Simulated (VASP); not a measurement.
A run of VASP 6.6.1 is set up as follows.

The input INCAR:

```
SYSTEM = Cu
PREC = Accurate
ENCUT = 600
EDIFF = 1E-6
ISMEAR = -1
SIGMA = 0.05
LREAL = .False.
LASPH = .True.
NELM = 100
ALGO = Normal
ISIF = 3
LWAVE = .False.
LCHARG = .False.
GGA = PE
IBRION = 2
NSW = 32
EDIFFG = -0.005
PSTRESS = -37.0
```

Contents of KPOINTS:

```
regular mesh
0
Gamma
  18 18 16
  0 0 0
```

POSCAR

```
Cu
1.0
    2.5124720466      0.0000000000      0.0000000000
   -1.2562360233      2.1758646187      0.0000000000
    0.0000000000      0.0000000000      2.4643220364
Cu
1
Direct
    0.0000000000      0.0000000000      0.0000000000
```

Potentials or basis: VASP PAW PBE potentials, release 64 (Cu).

Command:

```console
$ cat potpaw_PBE.64/Cu/POTCAR > POTCAR
$ mpirun -np 1 vasp_std > vasp.out
```

(1) Estimate the space group after relaxing (to 0.1 Å).

(2) What does it give for the band gap on the k mesh?

(3) Estimate the relaxed cell.

Answers

(1) P6/mmm (No. 191).

(2) zero (an odd number of electrons rules out a gap without spin polarisation).

(3) a = 2.517 Å, b = 2.517 Å, c = 2.467 Å, α = 90.00°, β = 90.00°, γ = 120.00°.
